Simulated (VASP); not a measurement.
# FeH2O (P4/mmm) in VASP: notebook

The runs below take FeH2O through single point, with PBE.

All numbers are computed with VASP 6.6.1; they aren't measurements. Logs are shortened: lines on timing, memory, paths and dates and some standing lists are left out, and cuts for length are marked.

**1. The cell of the first run**

Symmetry: P4/mmm, No. 123, tetragonal system. Conventional cell: a = 3.756 Å, b = 3.756 Å, c = 3.756 Å, α = 90.00°, β = 90.00°, γ = 90.00°. Fe (site symmetry 4/mmm) has 4 H at 1.88 Å and 2 O at 1.88 Å within 2.5 Å. Within 2.5 Å of H (site symmetry mmm) lie 2 Fe at 1.88 Å. O (site symmetry 4/mmm) has 2 Fe at 1.88 Å within 2.5 Å.

**2. Single point, PBE, collinear spin, ferromagnetic start**

INCAR

```
SYSTEM = FeH2O
ALGO = Normal
EDIFF = 1E-6
ENCUT = 600
GGA = PE
GGA_COMPAT = .False.
ISIF = 2
ISMEAR = 0
ISPIN = 2
LASPH = .True.
LCHARG = .False.
LMAXMIX = 4
LORBIT = 11
LREAL = .False.
LWAVE = .False.
MAGMOM = 4 0 0 0
NBANDS = 24
NELM = 200
PREC = Accurate
SIGMA = 0.1
```

KPOINTS

```
k-points
0
Gamma
  4 4 4
  0 0 0
```

POSCAR

```
FeH2O
1.0
    3.7560776800      0.0000000000      0.0000000000
    0.0000000000      3.7560776800      0.0000000000
    0.0000000000      0.0000000000      3.7560776800
Fe H O
1 2 1
Direct
    0.0000000000      0.0000000000      0.0000000000
    0.5000000000      0.0000000000      0.0000000000
    0.0000000000      0.5000000000      0.0000000000
    0.0000000000      0.0000000000      0.5000000000
```

Potentials or basis: VASP PAW PBE potentials, release 64 (Fe_sv, H, O).

Run with:

```console
> cat potpaw_PBE.64/Fe_sv/POTCAR potpaw_PBE.64/H/POTCAR potpaw_PBE.64/O/POTCAR > POTCAR
> mpirun -np 1 vasp_std > vasp.out
```

OUTCAR:

```text
SYSTEM = FeH2O
   EDIFF = 1E-6
   ENCUT = 600
   GGA = PE
   ISIF = 2
   ISMEAR = 0
   ISPIN = 2
   LASPH = .True.
   LORBIT = 11
   LREAL = .False.
   NELM = 200
   PREC = Accurate

 ion  position               nearest neighbor table
   1  0.000  0.000  0.000-   4 1.88   4 1.88
   2  0.500  0.000  0.000-
   3  0.000  0.500  0.000-
   4  0.000  0.000  0.500-   1 1.88   1 1.88

  LATTYP: Found a simple cubic cell.
 ALAT       =     3.7560776800

  Lattice vectors:

 A1 = (   3.7560776800,   0.0000000000,   0.0000000000)
 A2 = (   0.0000000000,   3.7560776800,   0.0000000000)
 A3 = (   0.0000000000,   0.0000000000,   3.7560776800)

Analysis of symmetry for initial positions (statically):
=====================================================================
 Subroutine PRICEL returns:
 Original cell was already a primitive cell.

 Routine SETGRP: Setting up the symmetry group for a
 simple cubic supercell.

 Subroutine GETGRP returns: Found 16 space group operations
 (whereof 16 operations were pure point group operations)
 out of a pool of 48 trial point group operations.

The static configuration has the point symmetry D_4h.

Analysis of symmetry for dynamics (positions and initial velocities):
=====================================================================
 Subroutine PRICEL returns:
 Original cell was already a primitive cell.

 Routine SETGRP: Setting up the symmetry group for a
 simple cubic supercell.

 Subroutine GETGRP returns: Found 16 space group operations
 (whereof 16 operations were pure point group operations)
 out of a pool of 48 trial point group operations.

The dynamic configuration has the point symmetry D_4h.

Analysis of structural, dynamic, and magnetic symmetry:
=====================================================================
 Subroutine PRICEL returns:
 Original cell was already a primitive cell.

 Routine SETGRP: Setting up the symmetry group for a
 simple cubic supercell.

 Subroutine GETGRP returns: Found 16 space group operations
 (whereof 16 operations were pure point group operations)
 out of a pool of 48 trial point group operations.

The overall configuration has the point symmetry D_4h.

 Subroutine INISYM returns: Found 16 space group operations
 (whereof 16 operations are pure point group operations),
 and found     1 'primitive' translations

----------------------------------------------------------------------------------------

                                     Primitive cell

  volume of cell :      52.9912

  direct lattice vectors                    reciprocal lattice vectors
     3.756077680  0.000000000  0.000000000     0.266235175  0.000000000  0.000000000
     0.000000000  3.756077680  0.000000000     0.000000000  0.266235175  0.000000000
     0.000000000  0.000000000  3.756077680     0.000000000  0.000000000  0.266235175

  length of vectors
     3.756077680  3.756077680  3.756077680     0.266235175  0.266235175  0.266235175

  position of ions in fractional coordinates (direct lattice)
     0.000000000  0.000000000  0.000000000
     0.500000000  0.000000000  0.000000000
     0.000000000  0.500000000  0.000000000
     0.000000000  0.000000000  0.500000000

  ion indices of the primitive-cell ions
   primitive index   ion index
                 1           1
                 2           2
                 3           3
                 4           4

----------------------------------------------------------------------------------------

 KPOINTS: k-points

Automatic generation of k-mesh.
 Grid dimensions read from file:
 generate k-points for:    4    4    4

 Generating k-lattice:

  Cartesian coordinates                     Fractional coordinates (reciprocal lattice)
     0.066558794  0.000000000  0.000000000     0.250000000  0.000000000  0.000000000
     0.000000000  0.066558794  0.000000000     0.000000000  0.250000000  0.000000000
     0.000000000  0.000000000  0.066558794     0.000000000  0.000000000  0.250000000

  Length of vectors
     0.066558794  0.066558794  0.066558794

  Shift w.r.t. Gamma in fractional coordinates (k-lattice)
     0.000000000  0.000000000  0.000000000

 Subroutine IBZKPT returns following result:
 ===========================================

 Found     18 irreducible k-points:

 Following reciprocal coordinates:
            Coordinates               Weight
  0.000000  0.000000  0.000000      1.000000
  0.250000  0.000000  0.000000      4.000000
  0.000000  0.000000  0.250000      2.000000
  0.500000  0.000000  0.000000      2.000000
  0.000000  0.000000  0.500000      1.000000
  0.250000  0.250000  0.000000      4.000000
[... 10 lines left out ...]
  0.250000  0.500000  0.500000      4.000000
  0.500000  0.500000  0.500000      1.000000
   k-points           NKPTS =     18   k-points in BZ     NKDIM =     18   number of bands    NBANDS=     24
   number of dos      NEDOS =    301   number of ions     NIONS =      4
   total plane-waves  NPLWV =  27000
   dimension x,y,z NGX =    30 NGY =   30 NGZ =   30
   dimension x,y,z NGXF=    60 NGYF=   60 NGZF=   60
   ions per type =               1   2   1
   NGX,Y,Z   is equivalent  to a cutoff of  13.28, 13.28, 13.28 a.u.
   NGXF,Y,Z  is equivalent  to a cutoff of  26.56, 26.56, 26.56 a.u.
 SYSTEM =  FeH2O
   PREC   = accura    normal or accurate (medium, high low for compatibility)
   ISTART =      0    job   : 0-new  1-cont  2-samecut
   ICHARG =      2    charge: 1-file 2-atom 10-const
   ISPIN  =      2    spin polarized calculation?
   LNONCOLLINEAR =      F non collinear calculations
   LSORBIT =      F    spin-orbit coupling
   LASPH  =      T    aspherical Exc in radial PAW
   ENCUT  =  600.0 eV  44.10 Ry    6.64 a.u.   7.50  7.50  7.50*2*pi/ulx,y,z
   NELM   =    200;   NELMIN=  2; NELMDL= -5     # of ELM steps
   EDIFF  = 0.1E-05   stopping-criterion for ELM
   LREAL  =      F    real-space projection
   EDIFFG = 0.1E-04   stopping-criterion for IOM
   NSW    =      0    number of steps for IOM
   IBRION =     -1    ionic relax: 0-MD 1-quasi-New 2-CG
   NFREE  =      0    steps in history (QN), initial steepest desc. (CG)
   ISIF   =      2    stress and relaxation
   ISYM   =      2    0-nonsym 1-usesym 2-fastsym
   POTIM  = 0.5000    time-step for ionic-motion
   TEBEG  =    0.0;   TEEND  =   0.0 temperature during run
   PSTRESS=    0.0 pullay stress
   NELECT =      24.0000    total number of electrons
   NUPDOWN=      -1.0000    fix difference up-down
   EMIN   =  10.00;   EMAX   =-10.00  energy-range for DOS
   EFERMI =   0.00;   METHOD = LEGACY
   ISMEAR =     0;   SIGMA  =   0.10  broadening in eV -4-tet -1-fermi 0-gaus
   EFERMI_NEDOS =   21; number of points for ismear=-14 and -15
   IALGO  =     38    algorithm
   IMIX   =      4    mixing-type and parameters
     AMIX     =   0.40;   BMIX     =  1.00
     AMIX_MAG =   1.60;   BMIX_MAG =  1.00
  volume/ion in A,a.u.               =      13.25        89.40
  Fermi-wavevector in a.u.,A,eV,Ry     =   1.257218  2.375798 21.505338  1.580598
  Thomas-Fermi vector in A             =   2.390888
   LORBIT       =     11    0 simple, 1 ext, 2 COOP (PROOUT), +10 PAW based schemes
   GGA     = PE    functional components
   LHFCALC =     F    Hartree Fock is set to
   AEXX    =    0.0000 exact exchange contribution
   IVDW    =     0    specifies the selected vdW correction
   LEPSILON=     F    determine dielectric tensor
   LRPA    =     F    only Hartree local field effects (RPA)
 spin polarized calculation
 Gauss-broadening in eV      SIGMA  =   0.10
  energy-cutoff  :      600.00
  volume of cell :       52.99
 maximum number of plane-waves:      1800
   NGX = 15   NGY = 15   NGZ = 15

 number of electron      24.0000024 magnetization       3.2813301

 Free energy of the ion-electron system (eV)
  ---------------------------------------------------
  ext. energy  EPLUGINS =         0.00000000
  ---------------------------------------------------
  free energy    TOTEN  =       -19.72417772 eV

  energy without entropy =      -19.71896559  energy(sigma->0) =      -19.72157165

 E-fermi :  -0.1141     XC(G=0):  -8.1110

 val. band max:       -0.2607340673   @ k =   0.0000   0.5000   0.5000
 cond. band min:      -0.0838952631   @ k =   0.5000   0.0000   0.0000
 fundamental gap:      0.1768388042
 Fermi energy:        -0.1141024719

 spin component 1

 k-point     1 :       0.0000    0.0000    0.0000
  band No.  band energies     occupation
      1     -89.6352      1.00000
      2     -55.6924      1.00000
      3     -55.5832      1.00000
      4     -55.5832      1.00000
      5     -17.8625      1.00000
      6      -5.4984      1.00000
[... 16 lines left out ...]
     23      17.5398      0.00000
     24      18.1684      0.00000
[... 435 lines left out ...]
      1     -89.6350      1.00000
      2     -55.6944      1.00000
      3     -55.5842      1.00000
      4     -55.5842      1.00000
      5     -17.3310      1.00000
      6      -6.4275      1.00000
[... 16 lines left out ...]
     23      17.0890      0.00000
     24      23.6759      0.00000
 Fermi energy:        -0.1141024719

 spin component 2

 k-point     1 :       0.0000    0.0000    0.0000
  band No.  band energies     occupation
      1     -86.3728      1.00000
      2     -52.5112      1.00000
      3     -52.3924      1.00000
      4     -52.3921      1.00000
      5     -17.1203      1.00000
      6      -5.0410      1.00000
[... 16 lines left out ...]
     23      17.3805      0.00000
     24      18.3608      0.00000
[... 436 lines left out ...]
      2     -52.5143      1.00000
      3     -52.3941      1.00000
      4     -52.3939      1.00000
      5     -16.5715      1.00000
      6      -5.6524      1.00000
[... 16 lines left out ...]
     23      17.5072      0.00000
     24      23.9972      0.00000

------------------------ aborting loop because EDIFF is reached ----------------------------------------

  FORCE on cell =-STRESS in cart. coord.  units (eV):
  Direction    XX          YY          ZZ          XY          YZ          ZX
  --------------------------------------------------------------------------------------
  -------------------------------------------------------------------------------------
  Total       -3.6126741     -3.6126741     -7.5941852      0.0000000     -0.0000000      0.0000000
  in kB     -109.2284243   -109.2284243   -229.6085573      0.0000000     -0.0000000      0.0000000
  external PRESSURE =    -149.3551353 kB  Pullay stress =       0.0000000 kB

 VOLUME and BASIS-vectors are now :
 -----------------------------------------------------------------------------
  energy-cutoff  :      600.00
  volume of cell :       52.99
      direct lattice vectors                 reciprocal lattice vectors
     3.756077680  0.000000000  0.000000000     0.266235175  0.000000000  0.000000000
     0.000000000  3.756077680  0.000000000     0.000000000  0.266235175  0.000000000
     0.000000000  0.000000000  3.756077680     0.000000000  0.000000000  0.266235175

 POSITION                                       TOTAL-FORCE (eV/Angst)
 -----------------------------------------------------------------------------------
      0.00000      0.00000      0.00000         0.000000      0.000000      0.000000
      1.87804      0.00000      0.00000         0.000000      0.000000      0.000000
      0.00000      1.87804      0.00000         0.000000      0.000000      0.000000
      0.00000      0.00000      1.87804         0.000000      0.000000      0.000000
 -----------------------------------------------------------------------------------
    total drift:                                0.000000      0.000000     -0.000000

  FREE ENERGIE OF THE ION-ELECTRON SYSTEM (eV)
  ---------------------------------------------------
  free  energy   TOTEN  =       -19.7241777166 eV

  energy  without entropy=      -19.7189655917  energy(sigma->0) =      -19.72157165

 total charge

# of ion       s       p       d       tot
------------------------------------------
    1        2.156   6.023   5.330  13.510
    2        0.468   0.007   0.000   0.475
    3        0.468   0.007   0.000   0.475
    4        1.568   3.318   0.000   4.886
--------------------------------------------------
tot          4.661   9.355   5.330  19.346

 magnetization (x)

# of ion       s       p       d       tot
------------------------------------------
    1        0.015   0.007   2.664   2.686
    2       -0.027   0.001   0.000  -0.027
    3       -0.027   0.001   0.000  -0.027
    4        0.011   0.385   0.000   0.395
--------------------------------------------------
tot         -0.030   0.393   2.664   3.028
```

Wall time 54 s (1 thread of Intel Xeon Platinum 8488C (Sapphire Rapids), shared host); peak memory 0.21 GiB.

What came out:

* Free energy: -19.7242 eV
* Pressure: -14.9 GPa
* Net moment: 3.28 μB per cell
* Site moments: Fe +2.69; H -0.03; O +0.40 μB
* Valence electrons inside the program's atomic spheres: Fe 13.51; H 0.47; O 4.89

Levels at points of the mesh, in eV from the Fermi level:
Spin up:
```csv
k point,band 10,band 11,band 12,band 13,band 14,band 15,band 16,band 17,band 18,band 19
"(0.00, 0.00, 0.00)",-2.98,-2.98,-2.20,-2.20,-0.43,3.27,8.84,8.84,9.47,10.84
"(0.50, 0.00, 0.00)",-3.08,-2.97,-2.23,-2.13,-0.42,0.51,9.01,10.34,10.66,12.37
"(0.00, 0.00, 0.50)",-4.09,-3.13,-0.42,-0.42,3.18,3.47,5.60,8.10,8.10,12.15
"(0.50, 0.50, 0.00)",-3.06,-3.06,-2.35,-2.09,-0.22,-0.22,5.19,6.11,13.86,13.86
"(0.00, 0.50, 0.50)",-3.22,-2.24,-1.82,-0.61,-0.40,3.37,8.50,8.81,9.53,10.63
"(0.50, 0.50, 0.50)",-2.35,-1.81,-1.81,-0.69,-0.57,-0.57,7.68,8.65,9.76,11.15
```
Spin down:
```csv
k point,band 6,band 7,band 8,band 9,band 10,band 11,band 12,band 13,band 14,band 15
"(0.00, 0.00, 0.00)",-4.93,-3.29,-3.18,-1.24,-1.24,0.21,0.21,0.68,1.61,4.01
"(0.50, 0.00, 0.00)",-3.92,-3.67,-3.10,-1.16,-0.32,0.03,0.15,0.23,0.49,2.10
"(0.00, 0.00, 0.50)",-6.11,-4.32,-3.20,-2.30,-2.30,0.69,2.00,2.00,4.17,4.62
"(0.50, 0.50, 0.00)",-3.29,-3.29,-3.03,-0.63,0.06,0.06,0.07,0.15,0.28,0.28
"(0.00, 0.50, 0.50)",-5.73,-3.70,-2.86,-2.28,-2.25,-0.15,0.52,1.91,2.00,4.62
"(0.50, 0.50, 0.50)",-5.54,-2.75,-2.75,-1.87,-1.87,-0.62,0.17,1.05,1.93,1.93
```

Caveat: the k points lie up to 0.42 Å⁻¹ apart; a cell with one magnetic atom can't hold antiferromagnetic order, which such compounds often take. With open d or f shells a metallic result of PBE can be an artefact of self-interaction; +U or a hybrid may open a gap.

**3. Single point, PBE, collinear spin, ferromagnetic start**

This run uses another cell than the first one, of 9.01 Å³/atom.

INCAR

```
PREC = Accurate
ENCUT = 600
EDIFF = 1E-6
ISMEAR = 0
SIGMA = 0.1
LREAL = F
LASPH = T
NELM = 200
ALGO = Normal
ISIF = 2
LWAVE = F
LCHARG = T
ISPIN = 2
MAGMOM = 0.34 0 0 0
LORBIT = 11
LMAXMIX = 4
GGA = PE
LELF = T
LVHAR = T
NBANDS = 24
GGA_COMPAT = F
```

KPOINTS

```
regular mesh
0
Gamma
  14 14 14
```

POSCAR

```
FeH2O
1.0
    3.2670402647      0.0000000000      0.0000000000
    0.0000000000      3.2670402647      0.0000000000
    0.0000000000      0.0000000000      3.3773879771
Fe H O
1 2 1
Direct
    0.0000000000      0.0000000000      0.0000000000
    0.5000000000      0.0000000000      0.0000000000
    0.0000000000      0.5000000000      0.0000000000
    0.0000000000      0.0000000000      0.5000000000
```

Potentials or basis: VASP PAW PBE potentials, release 64 (Fe_sv, H, O).

Run with:

```console
> cat potpaw_PBE.64/Fe_sv/POTCAR potpaw_PBE.64/H/POTCAR potpaw_PBE.64/O/POTCAR > POTCAR
> mpirun -np 1 vasp_std > vasp.out
```

It took 4.5 min on 1 thread of Intel Xeon 6975P-C (Granite Rapids), shared host; peak memory 0.52 GiB.

The run converged. Its results:

```yaml
Free_energy: -20.8944 eV
Pressure: -1.4 GPa
Net_moment: 0.24 μB per cell
Site_moments: Fe +0.23; H -0.01; O +0.01 μB
Valence_electrons_inside_the_program's_atomic_spheres: Fe 13.80; H 0.55; O 4.98
```

Stress tensor (GPa, compression positive):
```
-1.21  0.00  0.00
 0.00 -1.21  0.00
 0.00  0.00 -1.84
```

Levels at points of the mesh, in eV from the Fermi level:
Spin up:
| k point | band 10 | band 11 | band 12 | band 13 | band 14 | band 15 |
| --- | --- | --- | --- | --- | --- | --- |
| (0.00, 0.00, 0.00) | -3.24 | -1.35 | -1.35 | -0.34 | 2.06 | 6.61 |
| (0.50, 0.00, 0.00) | -1.70 | -1.33 | -0.69 | -0.62 | -0.49 | 3.31 |
| (0.50, 0.50, 0.00) | -1.64 | -1.48 | -0.65 | -0.51 | -0.06 | -0.06 |
| (0.00, 0.00, 0.50) | -4.38 | -0.31 | 1.25 | 1.25 | 5.75 | 6.16 |
| (0.50, 0.00, 0.50) | -2.82 | -0.63 | -0.05 | 1.08 | 1.26 | 6.57 |
| (0.50, 0.50, 0.50) | -2.02 | -1.29 | -0.64 | 1.11 | 1.11 | 1.23 |
Spin down:
```
           k point  band 9  band 10  band 11  band 12  band 13  band 14  band 15  band 16
(0.00, 0.00, 0.00)   -3.21    -3.21    -1.08    -1.08    -0.21     2.23     6.77    10.61
(0.50, 0.00, 0.00)   -3.09    -1.44    -1.05    -0.56    -0.51    -0.35     3.49    10.28
(0.50, 0.50, 0.00)   -1.38    -1.38    -1.37    -0.32    -0.30    -0.08    -0.08     7.02
(0.00, 0.00, 0.50)   -4.72    -4.24    -0.18     1.46     1.46     5.75     6.29     7.12
(0.50, 0.00, 0.50)   -4.64    -2.85    -0.51     0.22     1.31     1.48     6.70     9.71
(0.50, 0.50, 0.50)   -2.05    -2.05    -1.18    -0.30     1.34     1.34     1.40     9.16
```

With open d or f shells a metallic result of PBE can be an artefact of self-interaction; +U or a hybrid may open a gap.
